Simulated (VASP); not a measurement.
# Co (Im-3m) in VASP: a series of runs

Runs on Co. Level: LDA. Tasks: single point.

Everything below comes from runs of VASP 6.6.1. Logs are shortened: lines on timing, memory, paths and dates and some standing lists are left out, and cuts for length are marked.

## Step 1: The cell of the first run

The structure is cubic, space group Im-3m (No. 229). The conventional cell has a = 2.619 Å, b = 2.619 Å, c = 2.619 Å, α = 90.00°, β = 90.00°, γ = 90.00°. Co (site symmetry m-3m) has 14 Co at 2.27 to 2.62 Å within 3.0 Å.

This isn't the form of Co at room conditions, which is hcp.

## Step 2: Single point, LDA, collinear spin, ferromagnetic start (8.98 Å³/atom)

File INCAR:

```
SYSTEM = Co
ALGO     = Normal         ! electronic algorithm
EDIFF    = 1E-6           ! SCF threshold, eV
ENCUT    = 690            ! plane-wave cutoff, eV
GGA_COMPAT= .False.      
ISIF     = 2              ! what is computed and relaxed
ISMEAR   = -1             ! smearing method
ISPIN    = 2              ! spin polarisation
LASPH    = .True.         ! aspherical terms in the spheres
LCHARG   = .False.        ! write CHGCAR
LMAXMIX  = 4              ! l up to which the mixer works
LORBIT   = 11             ! projections on sites
LREAL    = .False.        ! projectors in reciprocal space
LWAVE    = .False.        ! write WAVECAR
MAGMOM   = 1.683          ! initial moments
NBANDS   = 18             ! bands
NELM     = 200            ! most SCF steps
PREC     = Accurate       ! precision mode
SIGMA    = 0.05           ! smearing width, eV
```

File KPOINTS:

```
k-points
0
Gamma
  18 18 18
  0 0 0
```

File POSCAR:

```
Co
1.0
   -1.3095208073      1.3095208073      1.3095208073
    1.3095208073     -1.3095208073      1.3095208073
    1.3095208073      1.3095208073     -1.3095208073
Co
1
Direct
    0.0000000000      0.0000000000      0.0000000000
```

Potentials or basis: VASP PAW LDA potentials, release 64 (Co_sv).

The run is started by

```
> cat potpaw_LDA.64/Co_sv/POTCAR > POTCAR
> mpirun -np 1 vasp_std > vasp.out
```

OUTCAR:

```text
SYSTEM = Co
   EDIFF = 1E-6
   ENCUT = 690
   ISIF = 2
   ISMEAR = -1
   ISPIN = 2
   LASPH = .True.
   LORBIT = 11
   LREAL = .False.
   NELM = 200
   PREC = Accurate

 ion  position               nearest neighbor table
   1  0.000  0.000  0.000-

  LATTYP: Found a body centered cubic cell.
 ALAT       =     2.6190416146

  Lattice vectors:

 A1 = (  -1.3095208073,   1.3095208073,   1.3095208073)
 A2 = (   1.3095208073,  -1.3095208073,   1.3095208073)
 A3 = (   1.3095208073,   1.3095208073,  -1.3095208073)

Analysis of symmetry for initial positions (statically):
=====================================================================
 Subroutine PRICEL returns:
 Original cell was already a primitive cell.

 Routine SETGRP: Setting up the symmetry group for a
 body centered cubic supercell.

 Subroutine GETGRP returns: Found 48 space group operations
 (whereof 48 operations were pure point group operations)
 out of a pool of 48 trial point group operations.

The static configuration has the point symmetry O_h .

Analysis of symmetry for dynamics (positions and initial velocities):
=====================================================================
 Subroutine PRICEL returns:
 Original cell was already a primitive cell.

 Routine SETGRP: Setting up the symmetry group for a
 body centered cubic supercell.

 Subroutine GETGRP returns: Found 48 space group operations
 (whereof 48 operations were pure point group operations)
 out of a pool of 48 trial point group operations.

The dynamic configuration has the point symmetry O_h .

Analysis of structural, dynamic, and magnetic symmetry:
=====================================================================
 Subroutine PRICEL returns:
 Original cell was already a primitive cell.

 Routine SETGRP: Setting up the symmetry group for a
 body centered cubic supercell.

 Subroutine GETGRP returns: Found 48 space group operations
 (whereof 48 operations were pure point group operations)
 out of a pool of 48 trial point group operations.

The overall configuration has the point symmetry O_h .

 Subroutine INISYM returns: Found 48 space group operations
 (whereof 48 operations are pure point group operations),
 and found     1 'primitive' translations

----------------------------------------------------------------------------------------

                                     Primitive cell

  volume of cell :       8.9825

  direct lattice vectors                    reciprocal lattice vectors
    -1.309520807  1.309520807  1.309520807     0.000000000  0.381819057  0.381819057
     1.309520807 -1.309520807  1.309520807     0.381819057  0.000000000  0.381819057
     1.309520807  1.309520807 -1.309520807     0.381819057  0.381819057  0.000000000

  length of vectors
     2.268156572  2.268156572  2.268156572     0.539973689  0.539973689  0.539973689

  position of ions in fractional coordinates (direct lattice)
     0.000000000  0.000000000  0.000000000

  ion indices of the primitive-cell ions
   primitive index   ion index
                 1           1

----------------------------------------------------------------------------------------

 KPOINTS: k-points

Automatic generation of k-mesh.
 Grid dimensions read from file:
 generate k-points for:   18   18   18

 Generating k-lattice:

  Cartesian coordinates                     Fractional coordinates (reciprocal lattice)
     0.000000000  0.021212170  0.021212170     0.055555556  0.000000000  0.000000000
     0.021212170  0.000000000  0.021212170     0.000000000  0.055555556  0.000000000
     0.021212170  0.021212170  0.000000000     0.000000000  0.000000000  0.055555556

  Length of vectors
     0.029998538  0.029998538  0.029998538

  Shift w.r.t. Gamma in fractional coordinates (k-lattice)
     0.000000000  0.000000000  0.000000000

 Subroutine IBZKPT returns following result:
 ===========================================

 Found    195 irreducible k-points:

 Following reciprocal coordinates:
            Coordinates               Weight
  0.000000  0.000000  0.000000      1.000000
  0.055556  0.000000  0.000000     12.000000
  0.111111  0.000000  0.000000     12.000000
  0.166667  0.000000  0.000000     12.000000
  0.222222  0.000000  0.000000     12.000000
  0.277778  0.000000  0.000000     12.000000
[... 16 lines left out ...]
  0.333333  0.111111 -0.000000     48.000000
  0.388889  0.111111  0.000000     48.000000
 [... further k-points ...]
   k-points           NKPTS =    195   k-points in BZ     NKDIM =    195   number of bands    NBANDS=     18
   number of dos      NEDOS =    301   number of ions     NIONS =      1
   total plane-waves  NPLWV =   8000
   dimension x,y,z NGX =    20 NGY =   20 NGZ =   20
   dimension x,y,z NGXF=    40 NGYF=   40 NGZF=   40
   ions per type =               1
   NGX,Y,Z   is equivalent  to a cutoff of  14.66, 14.66, 14.66 a.u.
   NGXF,Y,Z  is equivalent  to a cutoff of  29.32, 29.32, 29.32 a.u.
 SYSTEM =  Co
   PREC   = accura    normal or accurate (medium, high low for compatibility)
   ISTART =      0    job   : 0-new  1-cont  2-samecut
   ICHARG =      2    charge: 1-file 2-atom 10-const
   ISPIN  =      2    spin polarized calculation?
   LNONCOLLINEAR =      F non collinear calculations
   LSORBIT =      F    spin-orbit coupling
   LASPH  =      T    aspherical Exc in radial PAW
   ENCUT  =  690.0 eV  50.71 Ry    7.12 a.u.   4.86  4.86  4.86*2*pi/ulx,y,z
   NELM   =    200;   NELMIN=  2; NELMDL= -5     # of ELM steps
   EDIFF  = 0.1E-05   stopping-criterion for ELM
   LREAL  =      F    real-space projection
   EDIFFG = 0.1E-04   stopping-criterion for IOM
   NSW    =      0    number of steps for IOM
   IBRION =     -1    ionic relax: 0-MD 1-quasi-New 2-CG
   NFREE  =      0    steps in history (QN), initial steepest desc. (CG)
   ISIF   =      2    stress and relaxation
   ISYM   =      2    0-nonsym 1-usesym 2-fastsym
   POTIM  = 0.5000    time-step for ionic-motion
   TEBEG  =    0.0;   TEEND  =   0.0 temperature during run
   PSTRESS=    0.0 pullay stress
   NELECT =      17.0000    total number of electrons
   NUPDOWN=      -1.0000    fix difference up-down
   EMIN   =  10.00;   EMAX   =-10.00  energy-range for DOS
   EFERMI =   0.00;   METHOD = LEGACY
   ISMEAR =    -1;   SIGMA  =   0.05  broadening in eV -4-tet -1-fermi 0-gaus
   EFERMI_NEDOS =   21; number of points for ismear=-14 and -15
   IALGO  =     38    algorithm
   IMIX   =      4    mixing-type and parameters
     AMIX     =   0.40;   BMIX     =  1.00
     AMIX_MAG =   1.60;   BMIX_MAG =  1.00
  volume/ion in A,a.u.               =       8.98        60.62
  Fermi-wavevector in a.u.,A,eV,Ry     =   2.025002  3.826698 55.792487  4.100632
  Thomas-Fermi vector in A             =   3.034356
   LORBIT       =     11    0 simple, 1 ext, 2 COOP (PROOUT), +10 PAW based schemes
   GGA     = CA    functional components
   LHFCALC =     F    Hartree Fock is set to
   AEXX    =    0.0000 exact exchange contribution
   IVDW    =     0    specifies the selected vdW correction
   LEPSILON=     F    determine dielectric tensor
   LRPA    =     F    only Hartree local field effects (RPA)
 spin polarized calculation
  energy-cutoff  :      690.00
  volume of cell :        8.98
 maximum number of plane-waves:       382
   NGX =  9   NGY =  9   NGZ =  9

 number of electron      17.0000007 magnetization       1.4934917

 Free energy of the ion-electron system (eV)
  ---------------------------------------------------
  ext. energy  EPLUGINS =         0.00000000
  ---------------------------------------------------
  free energy    TOTEN  =        -7.88633804 eV

  energy without entropy =       -7.87340935  energy(sigma->0) =       -7.87987369

 E-fermi :  15.1027     XC(G=0): -15.5719

 val. band max:       15.1004743182   @ k =  -0.3333  -0.4444   0.0556
 cond. band min:      15.1044070646   @ k =   0.3333   0.0556   0.0000
 fundamental gap:      0.0039327464
 Fermi energy:        15.1027401359

 spin component 1

 k-point     1 :       0.0000    0.0000    0.0000
  band No.  band energies     occupation
      1     -80.2068      1.00000
      2     -43.6496      1.00000
      3     -43.6496      1.00000
      4     -43.6496      1.00000
      5       4.6910      1.00000
      6      11.8912      1.00000
[... 10 lines left out ...]
     17      51.8747      0.00000
     18      51.8747      0.00000

 k-point     2 :       0.0556    0.0000    0.0000
  band No.  band energies     occupation
      1     -80.2026      1.00000
      2     -43.6696      1.00000
      3     -43.6560      1.00000
      4     -43.6496      1.00000
      5       4.8416      1.00000
      6      11.8458      1.00000
[... 10 lines left out ...]
     17      50.3597      0.00000
     18      52.2033      0.00000

 k-point     3 :       0.1111    0.0000    0.0000
  band No.  band energies     occupation
      1     -80.1905      1.00000
      2     -43.7269      1.00000
      3     -43.6748      1.00000
      4     -43.6497      1.00000
      5       5.2831      1.00000
      6      11.7163      1.00000
[... 10 lines left out ...]
     17      51.0060      0.00000
     18      53.1662      0.00000

 k-point     4 :       0.1667    0.0000    0.0000
  band No.  band energies     occupation
      1     -80.1718      1.00000
      2     -43.8144      1.00000
      3     -43.7031      1.00000
      4     -43.6498      1.00000
      5       5.9799      1.00000
      6      11.5218      1.00000
[... 375 lines left out ...]
      4     -43.6773      1.00000
      5       8.7103      1.00000
      6      10.8495      1.00000
[... 10 lines left out ...]
     17      56.9176      0.00000
     18      60.2610      0.00000

 k-point    23 :       0.3333    0.1111   -0.0000
  band No.  band energies     occupation
      1     -80.0778      1.00000
      2     -44.2097      1.00000
      3     -43.8547      1.00000
      4     -43.6781      1.00000
      5       8.9350      1.00000
      6      10.6917      1.00000
[... 10 lines left out ...]
     17      57.6279      0.00000
     18      63.4156      0.00000

 k-point    24 :       0.3889    0.1111    0.0000
  band No.  band energies     occupation
      1     -80.0662      1.00000
      2     -44.2559      1.00000
      3     -43.8772      1.00000
      4     -43.6785      1.00000
      5       8.9538      1.00000
      6      10.5933      1.00000
[... 10 lines left out ...]
     17      58.7679      0.00000
     18      62.4696      0.00000

 [... further k-points ...]

 spin component 2

 k-point     1 :       0.0000    0.0000    0.0000
  band No.  band energies     occupation
      1     -78.4851      1.00000
      2     -41.9666      1.00000
      3     -41.9666      1.00000
      4     -41.9666      1.00000
      5       4.9273      1.00000
      6      13.1771      1.00000
[... 10 lines left out ...]
     17      52.4805      0.00000
     18      52.4805      0.00000

 k-point     2 :       0.0556    0.0000    0.0000
  band No.  band energies     occupation
      1     -78.4807      1.00000
      2     -41.9879      1.00000
      3     -41.9734      1.00000
      4     -41.9666      1.00000
      5       5.0788      1.00000
      6      13.1269      1.00000
[... 10 lines left out ...]
     17      50.9419      0.00000
     18      52.7862      0.00000

 k-point     3 :       0.1111    0.0000    0.0000
  band No.  band energies     occupation
      1     -78.4679      1.00000
      2     -42.0489      1.00000
      3     -41.9932      1.00000
      4     -41.9668      1.00000
      5       5.5235      1.00000
      6      12.9840      1.00000
[... 10 lines left out ...]
     17      51.3263      0.00000
     18      53.6907      0.00000

 k-point     4 :       0.1667    0.0000    0.0000
  band No.  band energies     occupation
      1     -78.4483      1.00000
      2     -42.1421      1.00000
      3     -42.0231      1.00000
      4     -41.9670      1.00000
      5       6.2297      1.00000
      6      12.7701      1.00000
[... 375 lines left out ...]
      4     -41.9963      1.00000
      5       9.2631      1.00000
      6      12.0235      1.00000
[... 10 lines left out ...]
     17      57.1959      0.00000
     18      60.6721      0.00000

 k-point    23 :       0.3333    0.1111   -0.0000
  band No.  band energies     occupation
      1     -78.3491      1.00000
      2     -42.5623      1.00000
      3     -42.1835      1.00000
      4     -41.9973      1.00000
      5       9.6933      1.00000
      6      11.8504      1.00000
[... 10 lines left out ...]
     17      57.9281      0.00000
     18      63.8791      0.00000

 k-point    24 :       0.3889    0.1111    0.0000
  band No.  band energies     occupation
      1     -78.3370      1.00000
      2     -42.6113      1.00000
      3     -42.2072      1.00000
      4     -41.9978      1.00000
      5       9.8223      1.00000
      6      11.7429      1.00000
[... 10 lines left out ...]
     17      59.1515      0.00000
     18      62.8724      0.00000

 [... further k-points ...]
[... 5 lines left out ...]
  --------------------------------------------------------------------------------------
  -------------------------------------------------------------------------------------
  Total        2.3886057      2.3886057      2.3886057      0.0000000     -0.0000000      0.0000000
  in kB      426.0473186    426.0473186    426.0473186      0.0000000     -0.0000000      0.0000000
  external PRESSURE =     426.0473186 kB  Pullay stress =       0.0000000 kB

 VOLUME and BASIS-vectors are now :
 -----------------------------------------------------------------------------
  energy-cutoff  :      690.00
  volume of cell :        8.98
      direct lattice vectors                 reciprocal lattice vectors
    -1.309520807  1.309520807  1.309520807     0.000000000  0.381819057  0.381819057
     1.309520807 -1.309520807  1.309520807     0.381819057  0.000000000  0.381819057
     1.309520807  1.309520807 -1.309520807     0.381819057  0.381819057  0.000000000

 POSITION                                       TOTAL-FORCE (eV/Angst)
 -----------------------------------------------------------------------------------
      0.00000      0.00000      0.00000         0.000000     -0.000000      0.000000
 -----------------------------------------------------------------------------------
    total drift:                                0.000000     -0.000000      0.000000

  FREE ENERGIE OF THE ION-ELECTRON SYSTEM (eV)
  ---------------------------------------------------
  free  energy   TOTEN  =        -7.8863380433 eV

  energy  without entropy=       -7.8734093460  energy(sigma->0) =       -7.87987369

 total charge

# of ion       s       p       d       tot
------------------------------------------
    1        2.290   6.175   6.782  15.247

 magnetization (x)

# of ion       s       p       d       tot
------------------------------------------
    1       -0.000  -0.007   1.511   1.504
```

Run time: 66 s. Hardware: 1 thread of AMD EPYC 7R13 (Zen 3), shared host; peak memory 0.14 GiB.

What came out:

```
Free energy                                           : -7.8863 eV
Pressure                                              : 42.6 GPa
Net moment                                            : 1.49 μB per cell
Site moments                                          : Co +1.50 μB
Valence electrons inside the program's atomic spheres : Co 15.25
```

Levels at points of the mesh, in eV from the Fermi level:
Spin up:
| k point | band 5 | band 6 | band 7 | band 8 | band 9 | band 10 | band 11 | band 12 | band 13 | band 14 |
| --- | --- | --- | --- | --- | --- | --- | --- | --- | --- | --- |
| (0.00, 0.00, 0.00) | -10.41 | -3.21 | -3.21 | -3.21 | -1.48 | -1.48 | 27.17 | 27.17 | 27.17 | 33.92 |
| (0.50, 0.00, 0.00) | -6.46 | -4.60 | -1.44 | -1.22 | -0.09 | 0.19 | 8.55 | 20.07 | 23.00 | 26.48 |
| (0.50, 0.50, 0.50) | -6.35 | -6.35 | -0.15 | -0.15 | -0.15 | 10.98 | 10.98 | 10.98 | 17.61 | 17.61 |
Spin down:
```tsv
k point	band 6	band 7	band 8	band 9	band 10	band 11
(0.00, 0.00, 0.00)	-1.93	-1.93	-1.93	0.19	0.19	27.25
(0.50, 0.00, 0.00)	-3.44	0.13	0.15	0.49	1.70	9.50
(0.50, 0.50, 0.50)	-5.23	1.33	1.33	1.33	11.28	11.28
```

Caveat: the cell stands under pressure.

## Step 3: Single point, LDA (9.43 Å³/atom)

This run uses another cell than the first one, of 9.43 Å³/atom.

File INCAR:

```
PREC     = Accurate       # precision mode
ENCUT    = 690            # plane-wave cutoff, eV
EDIFF    = 1E-6           # SCF threshold, eV
ISMEAR   = -1             # smearing method
SIGMA    = 0.1            # smearing width, eV
LREAL    = False          # projectors in reciprocal space
LASPH    = True           # aspherical terms in the spheres
NELM     = 120            # most SCF steps
ALGO     = Normal         # electronic algorithm
ISIF     = 2              # what is computed and relaxed
LWAVE    = False          # write WAVECAR
LCHARG   = False          # write CHGCAR
NBANDS   = 14             # bands
GGA_COMPAT= False
```

File KPOINTS:

```
regular mesh
0
Gamma
  18 18 18
```

File POSCAR:

```
Co
1.0
   -1.3311050095      1.3311050095      1.3311050095
    1.3311050095     -1.3311050095      1.3311050095
    1.3311050095      1.3311050095     -1.3311050095
Co
1
Direct
    0.0000000000      0.0000000000      0.0000000000
```

Potentials or basis: VASP PAW LDA potentials, release 64 (Co_sv).

The run is started by

```
> cat potpaw_LDA.64/Co_sv/POTCAR > POTCAR
> mpirun -np 1 vasp_std > vasp.out
```

Wall time 56 s (1 thread of AMD EPYC, shared host); peak memory 0.11 GiB.

The run converged. Its results:

- Free energy: -7.8742 eV
- Pressure: 12.3 GPa
- Band gap on the k mesh: zero (an odd number of electrons rules out a gap without spin polarisation)

Levels at points of the mesh, in eV from the Fermi level:
```csv
k point,band 7,band 8,band 9,band 10,band 11,band 12
"(0.00, 0.00, 0.00)",-2.19,-2.19,-0.33,-0.33,27.03,27.03
"(0.50, 0.00, 0.00)",-0.37,-0.08,0.32,1.07,8.76,20.03
"(0.50, 0.50, 0.50)",0.74,0.74,0.74,11.00,11.00,11.00
```

Caveat: the cell stands under pressure; the run has no spin polarisation, though such a crystal can be magnetic. Spin polarisation is off, so any magnetic state and its effect on volume and gap are missing.
